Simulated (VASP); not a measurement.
# C (P6_3/mmc) in VASP: settings compared

Aim: see how the results for C move with the level of theory and the settings. Levels: PBE, BLYP+D4, LDA. Tasks: relaxation of the atoms, single point.

Program: VASP 6.6.1. These are calculated values, not measurements. Logs are shortened: lines on timing, memory, paths and dates and some standing lists are left out, and cuts for length are marked.

## (1) The cell of the first run

It takes space group P6_3/mmc (No. 194, hexagonal). Conventional cell: a = 2.472 Å, b = 2.472 Å, c = 8.237 Å, α = 90.00°, β = 90.00°, γ = 120.00°. Within 2.0 Å of C (site symmetry 3m) lie 4 C at 1.52 to 1.54 Å. Within 2.0 Å of C (site symmetry 3m) lie 4 C at 1.52 to 1.54 Å.

## (2) Relaxation of the atoms, PBE

The input, INCAR:

```
PREC = Accurate ; ENCUT = 520
EDIFF = 1E-7 ; ISMEAR = -1
SIGMA = 0.05 ; LREAL = F
LASPH = T ; NELM = 80
ALGO = Normal ; ISIF = 2
LWAVE = F ; LCHARG = F
GGA = PE ; IBRION = 2
NSW = 60 ; EDIFFG = -0.01
```

The input, KPOINTS:

```
regular mesh
0
Gamma
  10 10 3
```

The input, POSCAR:

```
C
1.0
    2.4716580000      0.0000000000      0.0000000000
   -1.2358290000      2.1405186175      0.0000000000
    0.0000000000      0.0000000000      8.2371000000
C
8
Direct
    0.6666666667      0.3333333333      0.8437500000
    0.3333333333      0.6666666667      0.3437500000
    0.6666666667      0.3333333333      0.6562500000
    0.3333333333      0.6666666667      0.1562500000
    0.0000000000      0.0000000000      0.9062500000
    0.0000000000      0.0000000000      0.4062500000
    0.0000000000      0.0000000000      0.5937500000
    0.0000000000      0.0000000000      0.0937500000
```

Potentials or basis: VASP PAW PBE potentials, release 64 (C).

On the command line:

```
$ cat potpaw_PBE.64/C/POTCAR > POTCAR
$ mpirun -np 1 vasp_std > vasp.out
```

OUTCAR:

```text
PREC = Accurate
   ENCUT = 520
   EDIFF = 1E-7
   ISMEAR = -1
   LREAL = F
   LASPH = T
   NELM = 80
   ISIF = 2
   GGA = PE
   IBRION = 2
   NSW = 60
   EDIFFG = -0.01

 ion  position               nearest neighbor table
   1  0.667  0.333  0.844-   5 1.52   5 1.52   5 1.52   3 1.54
   2  0.333  0.667  0.344-   6 1.52   6 1.52   6 1.52   4 1.54
   3  0.667  0.333  0.656-   7 1.52   7 1.52   7 1.52   1 1.54
   4  0.333  0.667  0.156-   8 1.52   8 1.52   8 1.52   2 1.54
   5  0.000  0.000  0.906-   1 1.52   1 1.52   1 1.52   8 1.54
   6  0.000  0.000  0.406-   2 1.52   2 1.52   2 1.52   7 1.54
   7  0.000  0.000  0.594-   3 1.52   3 1.52   3 1.52   6 1.54
   8  0.000  0.000  0.094-   4 1.52   4 1.52   4 1.52   5 1.54

  LATTYP: Found a hexagonal cell.
 ALAT       =     2.4716580000
 C/A-ratio  =     3.3326212607

  Lattice vectors:

 A1 = (   2.4716580000,   0.0000000000,   0.0000000000)
 A2 = (  -1.2358290000,   2.1405186175,   0.0000000000)
 A3 = (   0.0000000000,   0.0000000000,   8.2371000000)

Analysis of symmetry for initial positions (statically):
=====================================================================
 Subroutine PRICEL returns:
 Original cell was already a primitive cell.

 Routine SETGRP: Setting up the symmetry group for a
 hexagonal supercell.

 Subroutine GETGRP returns: Found 24 space group operations
 (whereof 12 operations were pure point group operations)
 out of a pool of 24 trial point group operations.

The static configuration has the point symmetry D_3d.
 The point group associated with its full space group is D_6h.

Analysis of symmetry for dynamics (positions and initial velocities):
=====================================================================
 Subroutine PRICEL returns:
 Original cell was already a primitive cell.

 Routine SETGRP: Setting up the symmetry group for a
 hexagonal supercell.

 Subroutine GETGRP returns: Found 24 space group operations
 (whereof 12 operations were pure point group operations)
 out of a pool of 24 trial point group operations.

The dynamic configuration has the point symmetry D_3d.
 The point group associated with its full space group is D_6h.

 Subroutine INISYM returns: Found 24 space group operations
 (whereof 12 operations are pure point group operations),
 and found     1 'primitive' translations

----------------------------------------------------------------------------------------

                                     Primitive cell

  volume of cell :      43.5794

  direct lattice vectors                    reciprocal lattice vectors
     2.471658000  0.000000000  0.000000000     0.404586719  0.233588251  0.000000000
    -1.235829000  2.140518618  0.000000000     0.000000000  0.467176502  0.000000000
     0.000000000  0.000000000  8.237100000     0.000000000  0.000000000  0.121401950

  length of vectors
     2.471658000  2.471658000  8.237100000     0.467176502  0.467176502  0.121401950

  position of ions in fractional coordinates (direct lattice)
     0.666666667  0.333333333  0.843750000
     0.333333333  0.666666667  0.343750000
     0.666666667  0.333333333  0.656250000
     0.333333333  0.666666667  0.156250000
     0.000000000  0.000000000  0.906250000
     0.000000000  0.000000000  0.406250000
     0.000000000  0.000000000  0.593750000
     0.000000000  0.000000000  0.093750000

  ion indices of the primitive-cell ions
   primitive index   ion index
                 1           1
                 2           2
                 3           3
                 4           4
                 5           5
                 6           6
                 7           7
                 8           8

----------------------------------------------------------------------------------------

 KPOINTS: regular mesh

Automatic generation of k-mesh.
 Grid dimensions read from file:
 generate k-points for:   10   10    3

 Generating k-lattice:

  Cartesian coordinates                     Fractional coordinates (reciprocal lattice)
     0.040458672  0.023358825  0.000000000     0.100000000  0.000000000  0.000000000
     0.000000000  0.046717650  0.000000000     0.000000000  0.100000000  0.000000000
     0.000000000  0.000000000  0.040467317     0.000000000  0.000000000  0.333333333

  Length of vectors
     0.046717650  0.046717650  0.040467317

  Shift w.r.t. Gamma in fractional coordinates (k-lattice)
     0.000000000  0.000000000  0.000000000

 Subroutine IBZKPT returns following result:
 ===========================================

 Found     28 irreducible k-points:

 Following reciprocal coordinates:
            Coordinates               Weight
  0.000000  0.000000  0.000000      1.000000
  0.100000 -0.000000  0.000000      6.000000
  0.200000 -0.000000  0.000000      6.000000
  0.300000 -0.000000  0.000000      6.000000
  0.400000 -0.000000  0.000000      6.000000
  0.500000 -0.000000  0.000000      3.000000
[... 16 lines left out ...]
  0.300000  0.100000  0.333333     24.000000
  0.400000  0.100000  0.333333     24.000000
 [... further k-points ...]
   k-points           NKPTS =     28   k-points in BZ     NKDIM =     28   number of bands    NBANDS=     21
   number of dos      NEDOS =    301   number of ions     NIONS =      8
   total plane-waves  NPLWV =  20736
   dimension x,y,z NGX =    18 NGY =   18 NGZ =   64
   dimension x,y,z NGXF=    36 NGYF=   36 NGZF=  128
   ions per type =               8
   NGX,Y,Z   is equivalent  to a cutoff of  12.11, 12.11, 12.92 a.u.
   NGXF,Y,Z  is equivalent  to a cutoff of  24.21, 24.21, 25.83 a.u.
 SYSTEM =  unknown system
   PREC   = accura    normal or accurate (medium, high low for compatibility)
   ISTART =      0    job   : 0-new  1-cont  2-samecut
   ICHARG =      2    charge: 1-file 2-atom 10-const
   ISPIN  =      1    spin polarized calculation?
   LNONCOLLINEAR =      F non collinear calculations
   LSORBIT =      F    spin-orbit coupling
   LASPH  =      T    aspherical Exc in radial PAW
   ENCUT  =  520.0 eV  38.22 Ry    6.18 a.u.   4.60  4.60 15.32*2*pi/ulx,y,z
   NELM   =     80;   NELMIN=  2; NELMDL= -5     # of ELM steps
   EDIFF  = 0.1E-06   stopping-criterion for ELM
   LREAL  =      F    real-space projection
   EDIFFG = -.1E-01   stopping-criterion for IOM
   NSW    =     60    number of steps for IOM
   IBRION =      2    ionic relax: 0-MD 1-quasi-New 2-CG
   NFREE  =      1    steps in history (QN), initial steepest desc. (CG)
   ISIF   =      2    stress and relaxation
   ISYM   =      2    0-nonsym 1-usesym 2-fastsym
   POTIM  = 0.5000    time-step for ionic-motion
   TEBEG  =    0.0;   TEEND  =   0.0 temperature during run
   PSTRESS=    0.0 pullay stress
   NELECT =      32.0000    total number of electrons
   NUPDOWN=      -1.0000    fix difference up-down
   EMIN   =  10.00;   EMAX   =-10.00  energy-range for DOS
   EFERMI =   0.00;   METHOD = LEGACY
   ISMEAR =    -1;   SIGMA  =   0.05  broadening in eV -4-tet -1-fermi 0-gaus
   EFERMI_NEDOS =   21; number of points for ismear=-14 and -15
   IALGO  =     38    algorithm
   IMIX   =      4    mixing-type and parameters
     AMIX     =   0.40;   BMIX     =  1.00
     AMIX_MAG =   1.60;   BMIX_MAG =  1.00
  volume/ion in A,a.u.               =       5.45        36.76
  Fermi-wavevector in a.u.,A,eV,Ry     =   1.476945  2.791021 29.679283  2.181366
  Thomas-Fermi vector in A             =   2.591409
   LORBIT       =      0    0 simple, 1 ext, 2 COOP (PROOUT), +10 PAW based schemes
   GGA     = PE    functional components
   LHFCALC =     F    Hartree Fock is set to
   AEXX    =    0.0000 exact exchange contribution
   IVDW    =     0    specifies the selected vdW correction
   LEPSILON=     F    determine dielectric tensor
   LRPA    =     F    only Hartree local field effects (RPA)
 conjugate gradient relaxation of ions
 non-spin polarized calculation
  energy-cutoff  :      520.00
  volume of cell :       43.58
 maximum number of plane-waves:      1189
   NGX =  9   NGY =  9   NGZ = 31

--------------------------------------- Ionic step        1  -------------------------------------------

 number of electron      31.9999988 magnetization

 Free energy of the ion-electron system (eV)
  ---------------------------------------------------
  ext. energy  EPLUGINS =         0.00000000
  ---------------------------------------------------
  free energy    TOTEN  =       -72.50695373 eV

  energy without entropy =      -72.50695373  energy(sigma->0) =      -72.50695373

------------------------ aborting loop because EDIFF is reached ----------------------------------------

  FORCE on cell =-STRESS in cart. coord.  units (eV):
  Direction    XX          YY          ZZ          XY          YZ          ZX
  --------------------------------------------------------------------------------------
  -------------------------------------------------------------------------------------
  Total        7.2893650      7.2893650      3.6111787      0.0000000      0.0000000      0.0000000
  in kB      267.9899782    267.9899783    132.7632396      0.0000000      0.0000000      0.0000000
  external PRESSURE =     222.9143987 kB  Pullay stress =       0.0000000 kB
[... 153 lines left out ...]
  energy  without entropy=      -72.5138380661  energy(sigma->0) =      -72.51383807

--------------------------------------- Ionic step        5  -------------------------------------------

 number of electron      31.9999989 magnetization

 Free energy of the ion-electron system (eV)
  ---------------------------------------------------
  ext. energy  EPLUGINS =         0.00000000
  ---------------------------------------------------
  free energy    TOTEN  =       -72.51441257 eV

  energy without entropy =      -72.51441257  energy(sigma->0) =      -72.51441257

 E-fermi :  11.5169     XC(G=0): -13.4534

 val. band max:       10.4787664213   @ k =   0.0000   0.0000   0.0000
 cond. band min:      15.2005922732   @ k =   0.4000  -0.0000   0.0000
 fundamental gap:      4.7218258519
 Fermi energy:        11.5169179177

 k-point     1 :       0.0000    0.0000    0.0000
  band No.  band energies     occupation
      1     -11.7194      2.00000
      2     -10.0514      2.00000
      3      -9.9549      2.00000
      4      -5.9621      2.00000
      5      -3.5230      2.00000
      6       3.2845      2.00000
[... 550 lines left out ...]
      5      -2.8329      2.00000
      6      -1.9061      2.00000
[... 13 lines left out ...]
     20      17.4978      0.00000
     21      18.4739      0.00000

 [... further k-points ...]

------------------------ aborting loop because EDIFF is reached ----------------------------------------

  FORCE on cell =-STRESS in cart. coord.  units (eV):
  Direction    XX          YY          ZZ          XY          YZ          ZX
  --------------------------------------------------------------------------------------
  -------------------------------------------------------------------------------------
  Total        7.2822493      7.2822493      3.5713118      0.0000000     -0.0000000      0.0000000
  in kB      267.7283734    267.7283734    131.2975510      0.0000000     -0.0000000      0.0000000
  external PRESSURE =     222.2514326 kB  Pullay stress =       0.0000000 kB
[... 23 lines left out ...]
  FREE ENERGIE OF THE ION-ELECTRON SYSTEM (eV)
  ---------------------------------------------------
  free  energy   TOTEN  =       -72.5144125692 eV

  energy  without entropy=      -72.5144125692  energy(sigma->0) =      -72.51441257

 reached required accuracy - stopping structural energy minimisation
```

It took 33 s on 1 thread of AMD EPYC 9R45 (Zen 5), shared host; peak memory 0.12 GiB.

Results:

```
Free energy               : -72.5144 eV
Energy gained by relaxing : 0.9 meV/atom
Ionic steps               : 5
Pressure after relaxing   : 22.2 GPa
Band gap on the k mesh    : 4.72 eV (least direct gap 5.33 eV)
```

Stress tensor (GPa, compression positive):
```
26.77  0.00  0.00
 0.00 26.77  0.00
 0.00  0.00 13.13
```

Step by step:
```
step  energy change (eV)  largest force (eV/Å)  pressure (GPa)
   1              0.0000                0.4064           22.29
   2              0.0146                0.8298           22.31
   3             -0.0073                0.0647           22.20
   4             -0.0069                0.1274           22.28
   5             -0.0075                0.0007           22.23
```

Final structure:
```
C
1.0
     2.47166    0.00000    0.00000
    -1.23583    2.14052    0.00000
     0.00000    0.00000    8.23710
C
8
Direct
  0.66667 0.33333 0.84429
  0.33333 0.66667 0.34429
  0.66667 0.33333 0.65571
  0.33333 0.66667 0.15571
  0.00000 0.00000 0.90710
  0.00000 0.00000 0.40710
  0.00000 0.00000 0.59290
  0.00000 0.00000 0.09290
```

Levels at points of the mesh, in eV from the valence-band top:
```csv
k point,band 14,band 15,band 16,band 17,band 18,band 19
"(0.00, 0.00, 0.00)",-0.30,0.00,0.00,5.33,5.48,5.48
"(0.50, 0.00, 0.00)",-4.92,-3.89,-3.12,4.83,5.54,6.20
```

Caveat: an odd mesh through Γ misses points on the zone boundary, where band edges can lie. Expect the measured gap to be larger: semilocal functionals such as PBE lack the derivative discontinuity.

## (3) Relaxation of the atoms, PBE

This run uses another cell than the first one, of 5.56 Å³/atom.

Edit INCAR of step 2 so:

```diff
@@ -1,3 +1,3 @@
 PREC = Accurate ; ENCUT = 520
-EDIFF = 1E-7 ; ISMEAR = -1
+EDIFF = 1E-6 ; ISMEAR = -1
 SIGMA = 0.05 ; LREAL = F
```

The input, KPOINTS:

```
Automatic mesh
0
Gamma
  10 10 3
```

Edit POSCAR of step 2 so:

```diff
@@ -2,4 +2,4 @@
 1.0
-    2.4716580000      0.0000000000      0.0000000000
-   -1.2358290000      2.1405186175      0.0000000000
+    2.4968790000      0.0000000000      0.0000000000
+   -1.2484395000      2.1623606442      0.0000000000
     0.0000000000      0.0000000000      8.2371000000
```

Potentials or basis: VASP PAW PBE potentials, release 64 (C).

On the command line:

```
$ cat potpaw_PBE.64/C/POTCAR > POTCAR
$ mpirun -np 1 vasp_std > vasp.out
```

Wall time 32 s (1 thread of AMD EPYC 9R45 (Zen 5), shared host); peak memory 0.13 GiB.

Results (log left out):

```yaml
Free_energy: -72.6239 eV
Energy_gained_by_relaxing: 1.0 meV/atom
Ionic_steps: 5
Pressure_after_relaxing: 12.1 GPa
Band_gap_on_the_k_mesh: 4.59 eV (least direct gap 5.34 eV)
```

Stress tensor (GPa, compression positive):
```
12.22  0.00  0.00
 0.00 12.22  0.00
 0.00  0.00 11.92
```

Step by step:
```csv
step,energy change (eV),largest force (eV/Å),pressure (GPa)
1,0.0000,0.3598,12.15
2,0.0111,0.6667,12.29
3,-0.0076,0.0347,12.11
4,-0.0074,0.0730,12.14
5,-0.0076,0.0004,12.12
```

Final structure:
```
C
1.0
     2.49688    0.00000    0.00000
    -1.24844    2.16236    0.00000
     0.00000    0.00000    8.23710
C
8
Cartesian
  1.2484 0.7208 6.9556
  0.0000 1.4416 2.8370
  1.2484 0.7208 5.4001
  0.0000 1.4416 1.2815
  0.0000 0.0000 7.4714
  0.0000 0.0000 3.3528
  0.0000 0.0000 4.8843
  0.0000 0.0000 0.7657
```

Levels at points of the mesh, in eV from the valence-band top:
| k point | band 14 | band 15 | band 16 | band 17 | band 18 | band 19 |
| --- | --- | --- | --- | --- | --- | --- |
| (0.00, 0.00, 0.00) | -0.24 | 0.00 | 0.00 | 5.34 | 5.34 | 5.52 |
| (0.50, 0.00, 0.00) | -4.76 | -3.76 | -3.02 | 4.66 | 5.64 | 6.05 |

Caveat: an odd mesh through Γ misses points on the zone boundary, where band edges can lie. As with any semilocal functional, this PBE gap is likely too small.

(Part 1 of 2 ends here.)
